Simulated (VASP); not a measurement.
# P in VASP: notebook

The runs below take P through single point, with PBEsol.

All numbers are computed with VASP 6.6.1; they aren't measurements. Logs are shortened: lines on timing, memory, paths and dates and some standing lists are left out, and cuts for length are marked.

### Step 1. The cell of the first run

The cell holds a slab with vacuum, 4 atoms: a = 3.382 Å, b = 35.903 Å, c = 4.493 Å, α = 90.00°, β = 90.00°, γ = 90.00°.

### Step 2. Single point, PBEsol (strain +0.030 along x and y, -0.030 along z)

INCAR

```
  PREC = Accurate
  ENCUT = 520
  EDIFF = 1E-6
  ISMEAR = 0
  SIGMA = 0.05
  LREAL = F
  LASPH = T
  NELM = 80
  ALGO = Normal
  ISIF = 2
  LWAVE = F
  LCHARG = T
  GGA = PS
  LELF = T
  LVHAR = T
  NBANDS = 18
```

KPOINTS

```
regular mesh
0
Gamma
  8 1 6
```

POSCAR

```
P
1.0
    3.3822395516      0.0000000000      0.0000000000
    0.0000000000     35.9027419197      0.0000000000
    0.0000000000      0.0000000000      4.4931221687
P
4
Direct
    0.0000000000      0.9702614300      0.5921507200
    0.0000000000      0.0297385700      0.4078492800
    0.5000000000      0.0297385700      0.0921507200
    0.5000000000      0.9702614300      0.9078492800
```

Potentials or basis: VASP PAW PBE potentials, release 64 (P).

The run is started by

```sh
cat potpaw_PBE.64/P/POTCAR > POTCAR
mpirun -np 1 vasp_std > vasp.out
```

OUTCAR:

```text
PREC = Accurate
   ENCUT = 520
   EDIFF = 1E-6
   ISMEAR = 0
   LREAL = F
   LASPH = T
   NELM = 80
   ISIF = 2
   GGA = PS

 ion  position               nearest neighbor table
   1  0.000  0.970  0.592-   4 2.21   4 2.21   2 2.29
   2  0.000  0.030  0.408-   3 2.21   3 2.21   1 2.29
   3  0.500  0.030  0.092-   2 2.21   2 2.21   4 2.29
   4  0.500  0.970  0.908-   1 2.21   1 2.21   3 2.29

  LATTYP: Found a simple orthorhombic cell.
 ALAT       =     3.3822395516
 B/A-ratio  =     1.3284458715
 C/A-ratio  =    10.6150795566

  Lattice vectors:

 A1 = (  -3.3822395516,   0.0000000000,   0.0000000000)
 A2 = (   0.0000000000,   0.0000000000,   4.4931221687)
 A3 = (   0.0000000000,  35.9027419197,   0.0000000000)

Analysis of symmetry for initial positions (statically):
=====================================================================
 Subroutine PRICEL returns:
 Original cell was already a primitive cell.

 Routine SETGRP: Setting up the symmetry group for a
 simple orthorhombic supercell.

 Subroutine GETGRP returns: Found  8 space group operations
 (whereof  4 operations were pure point group operations)
 out of a pool of  8 trial point group operations.

The static configuration has the point symmetry C_2h.
 The point group associated with its full space group is D_2h.

Analysis of symmetry for dynamics (positions and initial velocities):
=====================================================================
 Subroutine PRICEL returns:
 Original cell was already a primitive cell.

 Routine SETGRP: Setting up the symmetry group for a
 simple orthorhombic supercell.

 Subroutine GETGRP returns: Found  8 space group operations
 (whereof  4 operations were pure point group operations)
 out of a pool of  8 trial point group operations.

The dynamic configuration has the point symmetry C_2h.
 The point group associated with its full space group is D_2h.

 Subroutine INISYM returns: Found  8 space group operations
 (whereof  4 operations are pure point group operations),
 and found     1 'primitive' translations

----------------------------------------------------------------------------------------

                                     Primitive cell

  volume of cell :     545.6073

  direct lattice vectors                    reciprocal lattice vectors
     3.382239552  0.000000000  0.000000000     0.295662086  0.000000000  0.000000000
     0.000000000 35.902741920  0.000000000     0.000000000  0.027853026  0.000000000
     0.000000000  0.000000000  4.493122169     0.000000000  0.000000000  0.222562388

  length of vectors
     3.382239552 35.902741920  4.493122169     0.295662086  0.027853026  0.222562388

  position of ions in fractional coordinates (direct lattice)
     0.000000000  0.970261430  0.592150720
     0.000000000  0.029738570  0.407849280
     0.500000000  0.029738570  0.092150720
     0.500000000  0.970261430  0.907849280

  ion indices of the primitive-cell ions
   primitive index   ion index
                 1           1
                 2           2
                 3           3
                 4           4

----------------------------------------------------------------------------------------

 KPOINTS: regular mesh

Automatic generation of k-mesh.
 Grid dimensions read from file:
 generate k-points for:    8    1    6

 Generating k-lattice:

  Cartesian coordinates                     Fractional coordinates (reciprocal lattice)
     0.036957761  0.000000000  0.000000000     0.125000000  0.000000000  0.000000000
     0.000000000  0.027853026  0.000000000     0.000000000  1.000000000  0.000000000
     0.000000000  0.000000000  0.037093731     0.000000000  0.000000000  0.166666667

  Length of vectors
     0.036957761  0.027853026  0.037093731

  Shift w.r.t. Gamma in fractional coordinates (k-lattice)
     0.000000000  0.000000000  0.000000000

 Subroutine IBZKPT returns following result:
 ===========================================

 Found     20 irreducible k-points:

 Following reciprocal coordinates:
            Coordinates               Weight
  0.000000  0.000000  0.000000      1.000000
  0.125000  0.000000  0.000000      2.000000
  0.250000  0.000000  0.000000      2.000000
  0.375000  0.000000  0.000000      2.000000
  0.500000  0.000000  0.000000      1.000000
  0.000000  0.000000  0.166667      2.000000
[... 12 lines left out ...]
  0.375000  0.000000  0.500000      2.000000
  0.500000  0.000000  0.500000      1.000000
   k-points           NKPTS =     20   k-points in BZ     NKDIM =     20   number of bands    NBANDS=     18
   number of dos      NEDOS =    301   number of ions     NIONS =      4
   total plane-waves  NPLWV = 272160
   dimension x,y,z NGX =    28 NGY =  270 NGZ =   36
   dimension x,y,z NGXF=    56 NGYF=  540 NGZF=   72
   ions per type =               4
   NGX,Y,Z   is equivalent  to a cutoff of  13.76, 12.50, 13.32 a.u.
   NGXF,Y,Z  is equivalent  to a cutoff of  27.53, 25.00, 26.64 a.u.
 SYSTEM =  unknown system
   PREC   = accura    normal or accurate (medium, high low for compatibility)
   ISTART =      0    job   : 0-new  1-cont  2-samecut
   ICHARG =      2    charge: 1-file 2-atom 10-const
   ISPIN  =      1    spin polarized calculation?
   LNONCOLLINEAR =      F non collinear calculations
   LSORBIT =      F    spin-orbit coupling
   LASPH  =      T    aspherical Exc in radial PAW
   ENCUT  =  520.0 eV  38.22 Ry    6.18 a.u.   6.29 66.76  8.35*2*pi/ulx,y,z
   NELM   =     80;   NELMIN=  2; NELMDL= -5     # of ELM steps
   EDIFF  = 0.1E-05   stopping-criterion for ELM
   LREAL  =      F    real-space projection
   EDIFFG = 0.1E-04   stopping-criterion for IOM
   NSW    =      0    number of steps for IOM
   IBRION =     -1    ionic relax: 0-MD 1-quasi-New 2-CG
   NFREE  =      0    steps in history (QN), initial steepest desc. (CG)
   ISIF   =      2    stress and relaxation
   ISYM   =      2    0-nonsym 1-usesym 2-fastsym
   POTIM  = 0.5000    time-step for ionic-motion
   TEBEG  =    0.0;   TEEND  =   0.0 temperature during run
   PSTRESS=    0.0 pullay stress
   NELECT =      20.0000    total number of electrons
   NUPDOWN=      -1.0000    fix difference up-down
   EMIN   =  10.00;   EMAX   =-10.00  energy-range for DOS
   EFERMI =   0.00;   METHOD = LEGACY
   ISMEAR =     0;   SIGMA  =   0.05  broadening in eV -4-tet -1-fermi 0-gaus
   EFERMI_NEDOS =   21; number of points for ismear=-14 and -15
   IALGO  =     38    algorithm
   IMIX   =      4    mixing-type and parameters
     AMIX     =   0.40;   BMIX     =  1.00
     AMIX_MAG =   1.60;   BMIX_MAG =  1.00
  volume/ion in A,a.u.               =     136.40       920.49
  Fermi-wavevector in a.u.,A,eV,Ry     =   0.543824  1.027678  4.023844  0.295744
  Thomas-Fermi vector in A             =   1.572472
   LORBIT       =      0    0 simple, 1 ext, 2 COOP (PROOUT), +10 PAW based schemes
   GGA     = PS    functional components
   LHFCALC =     F    Hartree Fock is set to
   AEXX    =    0.0000 exact exchange contribution
   IVDW    =     0    specifies the selected vdW correction
   LEPSILON=     F    determine dielectric tensor
   LRPA    =     F    only Hartree local field effects (RPA)
 non-spin polarized calculation
 Gauss-broadening in eV      SIGMA  =   0.05
  energy-cutoff  :      520.00
  volume of cell :      545.61
 maximum number of plane-waves:     14755
 NGX is ok and might be reduce to    28
   NGX = 13   NGY =133   NGZ = 17

 number of electron      20.0000002 magnetization

 Free energy of the ion-electron system (eV)
  ---------------------------------------------------
  ext. energy  EPLUGINS =         0.00000000
  ---------------------------------------------------
  free energy    TOTEN  =       -22.74329730 eV

  energy without entropy =      -22.74329730  energy(sigma->0) =      -22.74329730

 E-fermi :  -3.1220     XC(G=0):  -1.7332

 val. band max:       -3.3359315629   @ k =   0.0000   0.0000   0.0000
 cond. band min:      -2.7299142286   @ k =   0.0000   0.0000   0.0000
 fundamental gap:      0.6060173344
 Fermi energy:        -3.1220315894

 k-point     1 :       0.0000    0.0000    0.0000
  band No.  band energies     occupation
      1     -18.4241      2.00000
      2     -16.0473      2.00000
      3     -12.2620      2.00000
      4      -9.1388      2.00000
      5      -7.9755      2.00000
      6      -7.8174      2.00000
[... 10 lines left out ...]
     17       1.5537      0.00000
     18       1.6985      0.00000

 k-point     2 :       0.1250    0.0000    0.0000
  band No.  band energies     occupation
      1     -18.2461      2.00000
      2     -15.8626      2.00000
      3     -12.4222      2.00000
      4      -9.0018      2.00000
      5      -8.3765      2.00000
      6      -8.0799      2.00000
[... 10 lines left out ...]
     17       1.6491      0.00000
     18       1.7585      0.00000

 k-point     3 :       0.2500    0.0000    0.0000
  band No.  band energies     occupation
      1     -17.7168      2.00000
      2     -15.3110      2.00000
      3     -13.1171      2.00000
      4      -9.8484      2.00000
      5      -8.8156      2.00000
      6      -8.6278      2.00000
[... 10 lines left out ...]
     17       1.8501      0.00000
     18       1.9319      0.00000

 k-point     4 :       0.3750    0.0000    0.0000
  band No.  band energies     occupation
      1     -16.8540      2.00000
      2     -14.4007      2.00000
      3     -14.3606      2.00000
      4     -11.5946      2.00000
      5      -8.7132      2.00000
      6      -8.2055      2.00000
[... 10 lines left out ...]
     17       2.8179      0.00000
     18       2.8298      0.00000

 k-point     5 :       0.5000    0.0000    0.0000
  band No.  band energies     occupation
      1     -15.6999      2.00000
      2     -15.6999      2.00000
      3     -13.1491      2.00000
      4     -13.1491      2.00000
      5      -8.2503      2.00000
      6      -8.2503      2.00000
[... 10 lines left out ...]
     17       3.3116      0.00000
     18       3.3116      0.00000

 k-point     6 :       0.0000    0.0000    0.1667
  band No.  band energies     occupation
      1     -18.2857      2.00000
      2     -16.1992      2.00000
      3     -12.3725      2.00000
      4      -9.7818      2.00000
      5      -7.7228      2.00000
      6      -7.2403      2.00000
[... 10 lines left out ...]
     17       1.7587      0.00000
     18       1.8536      0.00000

 k-point     7 :       0.1250    0.0000    0.1667
  band No.  band energies     occupation
      1     -18.1085      2.00000
      2     -16.0199      2.00000
      3     -12.4612      2.00000
      4      -9.7402      2.00000
      5      -8.2789      2.00000
      6      -7.9240      2.00000
[... 10 lines left out ...]
     17       1.5442      0.00000
     18       1.9462      0.00000

 k-point     8 :       0.2500    0.0000    0.1667
  band No.  band energies     occupation
      1     -17.5828      2.00000
      2     -15.4942      2.00000
      3     -12.9813      2.00000
      4     -10.2186      2.00000
      5      -9.1493      2.00000
      6      -8.5411      2.00000
[... 10 lines left out ...]
     17       1.7697      0.00000
     18       2.1360      0.00000
[... 145 lines left out ...]
     17       2.7534      0.00000
     18       2.7534      0.00000

 k-point    16 :       0.0000    0.0000    0.5000
  band No.  band energies     occupation
      1     -17.2980      2.00000
      2     -17.2980      2.00000
      3     -11.7896      2.00000
      4     -11.7896      2.00000
      5      -6.5354      2.00000
      6      -6.5354      2.00000
[... 10 lines left out ...]
     17       2.7328      0.00000
     18       2.7328      0.00000

 k-point    17 :       0.1250    0.0000    0.5000
  band No.  band energies     occupation
      1     -17.1265      2.00000
      2     -17.1265      2.00000
      3     -11.7421      2.00000
      4     -11.7421      2.00000
      5      -7.7232      2.00000
      6      -7.7232      2.00000
[... 10 lines left out ...]
     17       2.9500      0.00000
     18       2.9500      0.00000

 k-point    18 :       0.2500    0.0000    0.5000
  band No.  band energies     occupation
      1     -16.6252      2.00000
      2     -16.6252      2.00000
      3     -11.8730      2.00000
      4     -11.8730      2.00000
      5      -9.0735      2.00000
      6      -9.0735      2.00000
[... 10 lines left out ...]
     17       2.6318      0.00000
     18       2.6318      0.00000

 k-point    19 :       0.3750    0.0000    0.5000
  band No.  band energies     occupation
      1     -15.8649      2.00000
      2     -15.8649      2.00000
      3     -12.7544      2.00000
      4     -12.7544      2.00000
      5      -9.1343      2.00000
      6      -9.1343      2.00000
[... 10 lines left out ...]
     17       3.3770      0.00000
     18       3.3770      0.00000

 k-point    20 :       0.5000    0.0000    0.5000
  band No.  band energies     occupation
      1     -15.2984      2.00000
      2     -15.2984      2.00000
      3     -13.4868      2.00000
      4     -13.4868      2.00000
      5      -8.4471      2.00000
      6      -8.4471      2.00000
[... 10 lines left out ...]
     17       2.8293      0.00000
     18       2.8293      0.00000

------------------------ aborting loop because EDIFF is reached ----------------------------------------

  FORCE on cell =-STRESS in cart. coord.  units (eV):
  Direction    XX          YY          ZZ          XY          YZ          ZX
  --------------------------------------------------------------------------------------
  -------------------------------------------------------------------------------------
  Total       -2.5684850     -1.6026777      0.4076810      0.0000000      0.0000000      0.0000000
  in kB       -7.5423626     -4.7062671      1.1971563      0.0000000      0.0000000      0.0000000
  external PRESSURE =      -3.6838245 kB  Pullay stress =       0.0000000 kB

 VOLUME and BASIS-vectors are now :
 -----------------------------------------------------------------------------
  energy-cutoff  :      520.00
  volume of cell :      545.61
      direct lattice vectors                 reciprocal lattice vectors
     3.382239552  0.000000000  0.000000000     0.295662086  0.000000000  0.000000000
     0.000000000 35.902741920  0.000000000     0.000000000  0.027853026  0.000000000
     0.000000000  0.000000000  4.493122169     0.000000000  0.000000000  0.222562388

 POSITION                                       TOTAL-FORCE (eV/Angst)
 -----------------------------------------------------------------------------------
      0.00000     34.83505      2.66061         0.000000      0.371900     -0.629938
      0.00000      1.06770      1.83252         0.000000     -0.371900      0.629938
      1.69112      1.06770      0.41404         0.000000     -0.371900     -0.629938
      1.69112     34.83505      4.07908         0.000000      0.371900      0.629938
 -----------------------------------------------------------------------------------
    total drift:                               -0.000000      0.000000      0.000000

  FREE ENERGIE OF THE ION-ELECTRON SYSTEM (eV)
  ---------------------------------------------------
  free  energy   TOTEN  =       -22.7432972959 eV

  energy  without entropy=      -22.7432972959  energy(sigma->0) =      -22.74329730
```

Run time: 3.2 min. Hardware: 1 thread of Intel Xeon 6975P-C (Granite Rapids), shared host; peak memory 0.65 GiB.

What came out:

```
Free energy            : -22.7433 eV
Largest force          : 0.732 eV/Å
Band gap on the k mesh : 0.61 eV
```

Forces on the atoms (eV/Å):
```
P    0.000  0.372 -0.630
P    0.000 -0.372  0.630
P    0.000 -0.372 -0.630
P    0.000  0.372  0.630
```

Caveat: the cell differs from its parent crystal (strain +0.030 along x and y, -0.030 along z); the PAW data sets were made with another functional, which shifts forces and pressure a little.

(Continued in part 2 of 2.)
